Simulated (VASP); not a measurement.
Write the native input for VASP 6.6.1 that does the following.

```
Task                   : single point
Functional             : PBE
Potentials or basis    : VASP PAW PBE potentials, release 64 (Si, C)
Cutoff                 : 520 eV
k mesh                 : 6 × 6 × 4
Occupations            : gaussian, width 0.1 eV
Spin                   : no spin polarisation
Dipole correction      : no
Further INCAR settings : ALGO = Normal; EDIFF = 1e-06; NBANDS = 16
```

The structure of Si3C lies in POSCAR:

```
Si3C
1.0
    2.7893936113      0.0000000000      0.0000000000
    0.0000000000      2.7893936113      0.0000000000
    0.0000000000      0.0000000000      5.9748257797
Si C
3 1
Direct
    0.0000000000      0.0000000000      0.6968288951
    0.5000000000      0.5000000000      0.0000000000
    0.0000000000      0.0000000000      0.3031711049
    0.5000000000      0.5000000000      0.5000000000
```

One way to write it, as run:

INCAR

```
SYSTEM = Si3C
ALGO = Normal
EDIFF = 1E-6
ENCUT = 520
GGA = PE
ISIF = 2
ISMEAR = 0
LASPH = .True.
LCHARG = .True.
LELF = .True.
LREAL = .False.
LVHAR = .True.
LWAVE = .False.
NBANDS = 16
NELM = 80
PREC = Accurate
SIGMA = 0.1
```

KPOINTS

```
k-points
0
Gamma
  6 6 4
  0 0 0
```

Potentials or basis: VASP PAW PBE potentials, release 64 (Si, C).

The run is started by

```console
$ cat potpaw_PBE.64/Si/POTCAR potpaw_PBE.64/C/POTCAR > POTCAR
$ mpirun -np 1 vasp_std > vasp.out
```

It gave:

- Pressure: 0.0 GPa
- Largest force: 0.004 eV/Å
- Band gap on the k mesh: zero (bands 8 and 9 overlap by 5.35 eV)

Caveat: the k points lie up to 0.38 Å⁻¹ apart, too coarse for converged energies and pressures of a metal.

Wall time 13 s on 1 thread of Intel(R) Xeon(R) Platinum 8488C (Sapphire Rapids) (shared host), peak memory 0.17 GiB.
